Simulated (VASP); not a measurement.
Set up this calculation in VASP 6.6.1, as the native input.

* Task: single point
* Functional: r2SCAN
* Potentials or basis: VASP PAW PBE potentials, release 64 (Cs_sv, Cl)
* Cutoff: 550 eV
* k mesh: 6 × 6 × 6
* Occupations: fermi-dirac, width 0.02 eV
* Spin: no spin polarisation
* Dipole correction: no
* Further INCAR settings: ALGO = Normal; EDIFF = 1e-06; NBANDS = 15

Crystal: CsCl.

```
CELL_PARAMETERS angstrom
4.13683 0.00000 0.00000
0.00000 4.13683 0.00000
0.00000 0.00000 4.13683
ATOMIC_POSITIONS crystal
Cs 0.00000 0.00000 0.00000
Cl 0.50000 0.50000 0.50000
```

These files were run (other wordings do the same):

POSCAR

```
CsCl
1.0
    4.1368327747      0.0000000000      0.0000000000
    0.0000000000      4.1368327747      0.0000000000
    0.0000000000      0.0000000000      4.1368327747
Cs Cl
1 1
Direct
    0.0000000000      0.0000000000      0.0000000000
    0.5000000000      0.5000000000      0.5000000000
```

INCAR.step1

```
ALGO = Normal ; EDIFF = 1E-5
ENCUT = 550 ; GGA = PE
GGA_COMPAT = False ; ISMEAR = -1
LASPH = True ; LCHARG = False
LREAL = False ; LWAVE = True
NBANDS = 15 ; NELM = 120
PREC = Accurate ; SIGMA = 0.02
```

INCAR.step2

```
ALGO = Normal ; EDIFF = 1E-6
ENCUT = 550 ; GGA_COMPAT = False
ISIF = 2 ; ISMEAR = -1
ISTART = 1 ; LASPH = True
LCHARG = False ; LMIXTAU = True
LREAL = False ; LWAVE = False
METAGGA = R2SCAN ; NBANDS = 15
NELM = 120 ; PREC = Accurate
SIGMA = 0.02
```

KPOINTS

```
k-points
0
Gamma
  6 6 6
```

Potentials or basis: VASP PAW PBE potentials, release 64 (Cs_sv, Cl).

Command:

```console
$ cat potpaw_PBE.64/Cs_sv/POTCAR potpaw_PBE.64/Cl/POTCAR > POTCAR
$ cp INCAR.step1 INCAR
$ mpirun -np 1 vasp_std > vasp.out
$ cp INCAR.step2 INCAR
$ mpirun -np 1 vasp_std > vasp.out
```

Results of the run:

* Pressure: 0.1 GPa
* Band gap on the k mesh: 5.91 eV

Caveat: the PAW data sets were made with another functional, which shifts forces and pressure a little; spin-orbit coupling is left out, which moves the levels of the heavy elements.

Wall time 90 s on 1 thread of Intel Xeon 8259CL, with other jobs on the host, peak memory 0.19 GiB.
